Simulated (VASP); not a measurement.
# Ta2N (C2/m) in VASP: notebook

The runs below take Ta2N through single point, with PBEsol.

Everything below comes from runs of VASP 6.6.1. Logs are shortened: lines on timing, memory, paths and dates and some standing lists are left out, and cuts for length are marked.

### 1 The cell of the first run

The structure is monoclinic, space group C2/m (No. 12). Conventional cell: a = 5.332 Å, b = 3.079 Å, c = 4.823 Å, α = 90.00°, β = 90.00°, γ = 90.00°. Within 2.7 Å of Ta (site symmetry m) lie 3 N at 2.08 to 2.20 Å. N (site symmetry 2/m) has 6 Ta at 2.08 to 2.20 Å within 2.7 Å.

### 2 Single point, PBEsol (atoms displaced along a vibrational mode)

INCAR reads:

```
PREC = Accurate
ENCUT = 520
EDIFF = 1E-6
ISMEAR = 0
SIGMA = 0.15
LREAL = F
LASPH = T
NELM = 100
ALGO = Normal
ISIF = 2
LWAVE = F
LCHARG = F
GGA = PS
NBANDS = 20
```

KPOINTS reads:

```
Automatic mesh
0
Gamma
  18 18 10
```

POSCAR reads:

```
Ta2N
1.0
    3.0786153869      0.0000000000      0.0000000000
   -1.5393076935      2.6661591336      0.0000000000
    0.0000000000      0.0000000000      4.8232571780
Ta N
2 1
Direct
    0.6854202359      0.3708404719      0.7462554481
    0.3145797641      0.6291595281      0.2537445519
    0.0000000000      0.0000000000      0.0000000000
```

Potentials or basis: VASP PAW PBE potentials, release 64 (Ta_pv, N).

On the command line:

```sh
$ cat potpaw_PBE.64/Ta_pv/POTCAR potpaw_PBE.64/N/POTCAR > POTCAR
$ mpirun -np 1 vasp_std > vasp.out
```

OUTCAR:

```text
PREC = Accurate
   ENCUT = 520
   EDIFF = 1E-6
   ISMEAR = 0
   LREAL = F
   LASPH = T
   NELM = 100
   ISIF = 2
   GGA = PS

 ion  position               nearest neighbor table
   1  0.685  0.371  0.746-   3 2.08   3 2.20   3 2.20   2 2.91   2 2.91   2 2.97   2 2.97   2 3.09
                             2 3.15
   2  0.315  0.629  0.254-   3 2.08   3 2.20   3 2.20   1 2.91   1 2.91   1 2.97   1 2.97   1 3.09
                             1 3.15
   3  0.000  0.000  0.000-   2 2.08   1 2.08   1 2.20   2 2.20   1 2.20   2 2.20

  LATTYP: Found a hexagonal cell.
 ALAT       =     3.0786153869
 C/A-ratio  =     1.5666968984

  Lattice vectors:

 A1 = (   3.0786153869,   0.0000000000,   0.0000000000)
 A2 = (  -1.5393076935,   2.6661591336,   0.0000000000)
 A3 = (   0.0000000000,   0.0000000000,   4.8232571780)

Analysis of symmetry for initial positions (statically):
=====================================================================
 Subroutine PRICEL returns:
 Original cell was already a primitive cell.

 Routine SETGRP: Setting up the symmetry group for a
 hexagonal supercell.

 Subroutine GETGRP returns: Found  4 space group operations
 (whereof  4 operations were pure point group operations)
 out of a pool of 24 trial point group operations.

The static configuration has the point symmetry C_2h.

Analysis of symmetry for dynamics (positions and initial velocities):
=====================================================================
 Subroutine PRICEL returns:
 Original cell was already a primitive cell.

 Routine SETGRP: Setting up the symmetry group for a
 hexagonal supercell.

 Subroutine GETGRP returns: Found  4 space group operations
 (whereof  4 operations were pure point group operations)
 out of a pool of 24 trial point group operations.

The dynamic configuration has the point symmetry C_2h.

 Subroutine INISYM returns: Found  4 space group operations
 (whereof  4 operations are pure point group operations),
 and found     1 'primitive' translations

----------------------------------------------------------------------------------------

                                     Primitive cell

  volume of cell :      39.5897

  direct lattice vectors                    reciprocal lattice vectors
     3.078615387  0.000000000  0.000000000     0.324821348  0.187535693  0.000000000
    -1.539307694  2.666159134  0.000000000     0.000000000  0.375071385  0.000000000
     0.000000000  0.000000000  4.823257178     0.000000000  0.000000000  0.207328775

  length of vectors
     3.078615387  3.078615387  4.823257178     0.375071385  0.375071385  0.207328775

  position of ions in fractional coordinates (direct lattice)
     0.685420236  0.370840472  0.746255448
     0.314579764  0.629159528  0.253744552
     0.000000000  0.000000000  0.000000000

  ion indices of the primitive-cell ions
   primitive index   ion index
                 1           1
                 2           2
                 3           3

----------------------------------------------------------------------------------------

 KPOINTS: Automatic mesh

Automatic generation of k-mesh.
 Grid dimensions read from file:
 generate k-points for:   18   18   10

 Generating k-lattice:

  Cartesian coordinates                     Fractional coordinates (reciprocal lattice)
     0.018045630  0.010418650  0.000000000     0.055555556  0.000000000  0.000000000
     0.000000000  0.020837299  0.000000000     0.000000000  0.055555556  0.000000000
     0.000000000  0.000000000  0.020732877     0.000000000  0.000000000  0.100000000

  Length of vectors
     0.020837299  0.020837299  0.020732877

  Shift w.r.t. Gamma in fractional coordinates (k-lattice)
     0.000000000  0.000000000  0.000000000

 Subroutine IBZKPT returns following result:
 ===========================================

 Found    866 irreducible k-points:

 Following reciprocal coordinates:
            Coordinates               Weight
  0.000000  0.000000  0.000000      1.000000
  0.055556  0.000000  0.000000      4.000000
  0.000000  0.055556  0.000000      2.000000
  0.111111  0.000000  0.000000      4.000000
  0.000000  0.111111  0.000000      2.000000
  0.166667  0.000000  0.000000      4.000000
[... 16 lines left out ...]
 -0.055556  0.166667  0.000000      4.000000
 -0.166667  0.111111  0.000000      4.000000
 [... further k-points ...]
   k-points           NKPTS =    866   k-points in BZ     NKDIM =    866   number of bands    NBANDS=     20
   number of dos      NEDOS =    301   number of ions     NIONS =      3
   total plane-waves  NPLWV =  20736
   dimension x,y,z NGX =    24 NGY =   24 NGZ =   36
   dimension x,y,z NGXF=    48 NGYF=   48 NGZF=   72
   ions per type =               2   1
   NGX,Y,Z   is equivalent  to a cutoff of  12.96, 12.96, 12.41 a.u.
   NGXF,Y,Z  is equivalent  to a cutoff of  25.92, 25.92, 24.82 a.u.
 SYSTEM =  unknown system
   PREC   = accura    normal or accurate (medium, high low for compatibility)
   ISTART =      0    job   : 0-new  1-cont  2-samecut
   ICHARG =      2    charge: 1-file 2-atom 10-const
   ISPIN  =      1    spin polarized calculation?
   LNONCOLLINEAR =      F non collinear calculations
   LSORBIT =      F    spin-orbit coupling
   LASPH  =      T    aspherical Exc in radial PAW
   ENCUT  =  520.0 eV  38.22 Ry    6.18 a.u.   5.72  5.72  8.97*2*pi/ulx,y,z
   NELM   =    100;   NELMIN=  2; NELMDL= -5     # of ELM steps
   EDIFF  = 0.1E-05   stopping-criterion for ELM
   LREAL  =      F    real-space projection
   EDIFFG = 0.1E-04   stopping-criterion for IOM
   NSW    =      0    number of steps for IOM
   IBRION =     -1    ionic relax: 0-MD 1-quasi-New 2-CG
   NFREE  =      0    steps in history (QN), initial steepest desc. (CG)
   ISIF   =      2    stress and relaxation
   ISYM   =      2    0-nonsym 1-usesym 2-fastsym
   POTIM  = 0.5000    time-step for ionic-motion
   TEBEG  =    0.0;   TEEND  =   0.0 temperature during run
   PSTRESS=    0.0 pullay stress
   NELECT =      27.0000    total number of electrons
   NUPDOWN=      -1.0000    fix difference up-down
   EMIN   =  10.00;   EMAX   =-10.00  energy-range for DOS
   EFERMI =   0.00;   METHOD = LEGACY
   ISMEAR =     0;   SIGMA  =   0.15  broadening in eV -4-tet -1-fermi 0-gaus
   EFERMI_NEDOS =   21; number of points for ismear=-14 and -15
   IALGO  =     38    algorithm
   IMIX   =      4    mixing-type and parameters
     AMIX     =   0.40;   BMIX     =  1.00
     AMIX_MAG =   1.60;   BMIX_MAG =  1.00
  volume/ion in A,a.u.               =      13.20        89.05
  Fermi-wavevector in a.u.,A,eV,Ry     =   1.441016  2.723125 28.252863  2.076527
  Thomas-Fermi vector in A             =   2.559695
   LORBIT       =      0    0 simple, 1 ext, 2 COOP (PROOUT), +10 PAW based schemes
   GGA     = PS    functional components
   LHFCALC =     F    Hartree Fock is set to
   AEXX    =    0.0000 exact exchange contribution
   IVDW    =     0    specifies the selected vdW correction
   LEPSILON=     F    determine dielectric tensor
   LRPA    =     F    only Hartree local field effects (RPA)
 non-spin polarized calculation
 Gauss-broadening in eV      SIGMA  =   0.15
  energy-cutoff  :      520.00
  volume of cell :       39.59
 maximum number of plane-waves:      1086
   NGX = 11   NGY = 11   NGZ = 17

 number of electron      27.0000000 magnetization

 Free energy of the ion-electron system (eV)
  ---------------------------------------------------
  ext. energy  EPLUGINS =         0.00000000
  ---------------------------------------------------
  free energy    TOTEN  =       -36.41974580 eV

  energy without entropy =      -36.40677310  energy(sigma->0) =      -36.41325945

 E-fermi :   7.5740     XC(G=0): -13.1370

 val. band max:        7.5739104632   @ k =   0.1111   0.0556   0.0000
 cond. band min:       7.5745046124   @ k =   0.0000  -0.3889   0.4000
 fundamental gap:      0.0005941492
 Fermi energy:         7.5740391033

 k-point     1 :       0.0000    0.0000    0.0000
  band No.  band energies     occupation
      1     -28.0575      2.00000
      2     -27.2528      2.00000
      3     -27.1950      2.00000
      4     -27.1396      2.00000
      5     -27.0436      2.00000
      6     -26.9524      2.00000
[... 12 lines left out ...]
     19       9.3317      0.00000
     20      12.7570      0.00000

 k-point     2 :       0.0556    0.0000    0.0000
  band No.  band energies     occupation
      1     -28.0466      2.00000
      2     -27.2701      2.00000
      3     -27.2070      2.00000
      4     -27.1458      2.00000
      5     -27.0593      2.00000
      6     -26.9571      2.00000
[... 12 lines left out ...]
     19       9.5371      0.00000
     20      12.7482      0.00000

 k-point     3 :       0.0000    0.0556    0.0000
  band No.  band energies     occupation
      1     -28.0486      2.00000
      2     -27.2592      2.00000
      3     -27.2200      2.00000
      4     -27.1574      2.00000
      5     -27.0465      2.00000
      6     -26.9545      2.00000
[... 12 lines left out ...]
     19       9.5122      0.00000
     20      12.8475      0.00000

 k-point     4 :       0.1111    0.0000    0.0000
  band No.  band energies     occupation
      1     -28.0146      2.00000
      2     -27.3233      2.00000
      3     -27.2363      2.00000
      4     -27.1777      2.00000
      5     -27.0914      2.00000
      6     -26.9715      2.00000
[... 12 lines left out ...]
     19      10.1316      0.00000
     20      12.6328      0.00000

 k-point     5 :       0.0000    0.1111    0.0000
  band No.  band energies     occupation
      1     -28.0228      2.00000
      2     -27.2907      2.00000
      3     -27.2773      2.00000
      4     -27.2087      2.00000
      5     -27.0552      2.00000
      6     -26.9611      2.00000
[... 12 lines left out ...]
     19      10.1036      0.00000
     20      12.9613      0.00000

 k-point     6 :       0.1667    0.0000    0.0000
  band No.  band energies     occupation
      1     -27.9633      2.00000
      2     -27.4091      2.00000
      3     -27.2741      2.00000
      4     -27.2531      2.00000
      5     -27.1138      2.00000
      6     -26.9962      2.00000
[... 12 lines left out ...]
     19      10.9371      0.00000
     20      12.4021      0.00000

 k-point     7 :       0.0000    0.1667    0.0000
  band No.  band energies     occupation
      1     -27.9824      2.00000
      2     -27.3969      2.00000
      3     -27.3045      2.00000
      4     -27.2864      2.00000
      5     -27.0687      2.00000
      6     -26.9722      2.00000
[... 12 lines left out ...]
     19      11.0633      0.00000
     20      12.8820      0.00000
[... 277 lines left out ...]
 k-point    20 :       0.0556    0.0556    0.0000
  band No.  band energies     occupation
      1     -28.0292      2.00000
      2     -27.2883      2.00000
      3     -27.2514      2.00000
      4     -27.1809      2.00000
      5     -27.0620      2.00000
      6     -26.9615      2.00000
[... 12 lines left out ...]
     19      10.0381      0.00000
     20      12.8382      0.00000

 k-point    21 :      -0.1111    0.0556    0.0000
  band No.  band energies     occupation
      1     -28.0232      2.00000
      2     -27.3092      2.00000
      3     -27.2240      2.00000
      4     -27.1451      2.00000
      5     -27.1022      2.00000
      6     -26.9692      2.00000
[... 12 lines left out ...]
     19       9.7442      0.00000
     20      12.6184      0.00000

 k-point    22 :       0.1111    0.0556    0.0000
  band No.  band energies     occupation
      1     -27.9896      2.00000
      2     -27.3607      2.00000
      3     -27.2979      2.00000
      4     -27.2175      2.00000
      5     -27.0909      2.00000
      6     -26.9787      2.00000
[... 12 lines left out ...]
     19      10.8071      0.00000
     20      12.6373      0.00000

 k-point    23 :      -0.0556    0.1667    0.0000
  band No.  band energies     occupation
      1     -27.9959      2.00000
      2     -27.3435      2.00000
      3     -27.3203      2.00000
      4     -27.2334      2.00000
      5     -27.0720      2.00000
      6     -26.9705      2.00000
[... 12 lines left out ...]
     19      10.8041      0.00000
     20      12.8464      0.00000

 k-point    24 :      -0.1667    0.1111    0.0000
  band No.  band energies     occupation
      1     -27.9796      2.00000
      2     -27.3743      2.00000
      3     -27.2696      2.00000
      4     -27.1849      2.00000
      5     -27.1351      2.00000
      6     -26.9910      2.00000
[... 12 lines left out ...]
     19      10.3500      0.00000
     20      12.4211      0.00000

 [... further k-points ...]

------------------------ aborting loop because EDIFF is reached ----------------------------------------

  FORCE on cell =-STRESS in cart. coord.  units (eV):
  Direction    XX          YY          ZZ          XY          YZ          ZX
  --------------------------------------------------------------------------------------
  -------------------------------------------------------------------------------------
  Total        0.0030273      0.9929554      0.6398174     -0.0000000      1.4369969     -0.0000000
  in kB        0.1225134     40.1844842     25.8931403     -0.0000000     58.1546551     -0.0000000
  external PRESSURE =      22.0667126 kB  Pullay stress =       0.0000000 kB

 VOLUME and BASIS-vectors are now :
 -----------------------------------------------------------------------------
  energy-cutoff  :      520.00
  volume of cell :       39.59
      direct lattice vectors                 reciprocal lattice vectors
     3.078615387  0.000000000  0.000000000     0.324821348  0.187535693  0.000000000
    -1.539307694  2.666159134  0.000000000     0.000000000  0.375071385  0.000000000
     0.000000000  0.000000000  4.823257178     0.000000000  0.000000000  0.207328775

 POSITION                                       TOTAL-FORCE (eV/Angst)
 -----------------------------------------------------------------------------------
      1.53931      0.98872      3.59938         0.000000     -0.819852     -0.231700
      0.00000      1.67744      1.22388        -0.000000      0.819852      0.231700
      0.00000      0.00000      0.00000         0.000000     -0.000000      0.000000
 -----------------------------------------------------------------------------------
    total drift:                                0.000000     -0.000000     -0.000000

  FREE ENERGIE OF THE ION-ELECTRON SYSTEM (eV)
  ---------------------------------------------------
  free  energy   TOTEN  =       -36.4197458044 eV

  energy  without entropy=      -36.4067731015  energy(sigma->0) =      -36.41325945
```

Wall time 2.9 min (1 thread of Intel Xeon 6975P-C (Granite Rapids), shared host); peak memory 0.66 GiB.

Results:

- Free energy: -36.4197 eV
- Pressure: 2.2 GPa
- Largest force: 0.852 eV/Å
- Band gap on the k mesh: zero (an odd number of electrons rules out a gap without spin polarisation)

Forces in eV/Å, atoms in the order of the input:
```
Ta   0.000 -0.820 -0.232
Ta   0.000  0.820  0.232
N    0.000  0.000  0.000
```

Caveat: the cell differs from its parent crystal (atoms displaced along a vibrational mode); the PAW data sets were made with another functional, which shifts forces and pressure a little; spin-orbit coupling is left out, which moves the levels of the heavy elements.

(Continued in part 2 of 2.)
